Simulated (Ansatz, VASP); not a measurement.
**Ag: VASP beside Ansatz**

The input POSCAR:

```
Ag
1.0
    2.9300000000      0.0000000000      0.0000000000
   -1.4650000000      2.5374544331      0.0000000000
    0.0000000000      0.0000000000      4.7900000000
Ag
2
Direct
    0.6666666667      0.3333333333      0.7500000000
    0.3333333333      0.6666666667      0.2500000000
```

INCAR.step1

```
  PREC = Accurate
  ENCUT = 520
  ISMEAR = -1
  SIGMA = 0.05
  LREAL = F
  LASPH = T
  NELM = 100
  NBANDS = 18
  GGA = PE
  ALGO = Normal
  EDIFF = 1E-4
  LWAVE = T
  LCHARG = F
```

Contents of INCAR.step2:

```
  PREC = Accurate
  ENCUT = 520
  EDIFF = 1E-7
  ISMEAR = -1
  SIGMA = 0.05
  LREAL = F
  LASPH = T
  NELM = 100
  ALGO = Normal
  ISIF = 2
  LWAVE = F
  LCHARG = F
  METAGGA = R2SCAN
  LMIXTAU = T
  NBANDS = 18
  ISTART = 1
```

File KPOINTS:

```
regular mesh
0
Gamma
  6 6 3
```

The input input.yaml:

```yaml
crystal:
  lattice:
    - [2.93, 0.0, 0.0]
    - [-1.465, 2.5374544331, 0.0]
    - [0.0, 0.0, 4.79]
  atoms:
    - { symbol: Ag, position: [0.6666666667, 0.3333333333, 0.75] }
    - { symbol: Ag, position: [0.3333333333, 0.6666666667, 0.25] }
hamiltonian:
  xc: r2scan
  pseudopotentials: { kind: paw }
kpoints:
  mp_grid: { grid: [6, 6, 3] }
scf:
  occupations: { method: fermi_dirac, width: 0.05 }
  n_extra_bands: 6
output:
  forces: true
  stress: true
  eigenvalues: true
  dos: { projected: true, de: 0.05, nscf_kmesh: { grid: [9, 9, 5] } }
```

Alike in both runs: functional r2SCAN; k mesh 6 × 6 × 3; occupations fermi-dirac, width 0.05 eV; no spin polarisation.

```csv
,VASP,Ansatz
version,VASP 6.6.1,Ansatz 0.2.0
potentials or method,"VASP PAW PBE potentials, release 64 (Ag)",Ansatz PAW
plane-wave cutoff (eV),520,500
valence electrons in the cell,22,38
task,single point,projected density of states
```

```csv
,VASP,Ansatz,Ansatz less VASP
gap on the k mesh at the Fermi level (eV),none,none,-
pressure (GPa),-1.3,-1.4,-0.10
"traceless stress, the component that is largest in VASP (GPa)",-0.24,-0.23,+0.003
```

VASP's potentials were made for PBE, not for r2SCAN. A gap of «none» marks a metal or a gap that the smearing closes. VASP's potentials hold 22 valence electrons a cell and Ansatz's 38, so a difference there can come from the potentials and not from the codes.

The k mesh is coarse, so the values compare programs but aren't converged.
